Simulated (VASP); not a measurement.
Set up this calculation in VASP 6.6.1, as the native input.

```
Task                   : single point
Functional             : PBEsol
Potentials or basis    : VASP PAW PBE potentials, release 64 (Al, O)
Cutoff                 : 520 eV
k mesh                 : 6 × 6 × 6
Occupations            : gaussian, width 0.05 eV
Spin                   : no spin polarisation
Dipole correction      : no
Further INCAR settings : ALGO = Normal; EDIFF = 1e-07; NBANDS = 35
```

The structure of Al2O3 lies in POSCAR:

```
Al2O3
1.0
    2.3654771056      1.3657088437      4.4157149623
   -2.3654771056      1.3657088437      4.4157149623
    0.0000000000     -2.7314176874      4.4157149623
Al O
4 6
Direct
    0.8520350473      0.8520350473      0.8520350473
    0.6479649527      0.6479649527      0.6479649527
    0.1479649527      0.1479649527      0.1479649527
    0.3520350473      0.3520350473      0.3520350473
    0.0558571577      0.4441428423      0.7500000000
    0.7500000000      0.0558571577      0.4441428423
    0.4441428423      0.7500000000      0.0558571577
    0.9441428423      0.5558571577      0.2500000000
    0.2500000000      0.9441428423      0.5558571577
    0.5558571577      0.2500000000      0.9441428423
```

This cell differs from its parent crystal: volume 8.559 Å^3 an atom, c/a of the conventional cell 2.8001.

One way to write it, as run:

INCAR

```
SYSTEM = Al2O3
PREC = Accurate
ENCUT = 520
EDIFF = 1E-7
ISMEAR = 0
SIGMA = 0.05
LREAL = .False.
LASPH = .True.
NELM = 100
ALGO = Normal
ISIF = 2
LWAVE = .False.
LCHARG = .False.
GGA = PS
NBANDS = 35
```

KPOINTS

```
regular mesh
0
Gamma
  6 6 6
  0 0 0
```

Potentials or basis: VASP PAW PBE potentials, release 64 (Al, O).

Launch:

```sh
$ cat potpaw_PBE.64/Al/POTCAR potpaw_PBE.64/O/POTCAR > POTCAR
$ mpirun -np 1 vasp_std > vasp.out
```

Results of the run:

```
Pressure               : 0.5 GPa
Largest force          : 0.167 eV/Å
Band gap on the k mesh : 6.01 eV, direct
```

Caveat: the PAW data sets were made with another functional, which shifts forces and pressure a little.

Wall time 55 s on 1 thread of Intel(R) Xeon(R) 6975P-C (Granite Rapids), with other jobs on the host, peak memory 0.26 GiB.
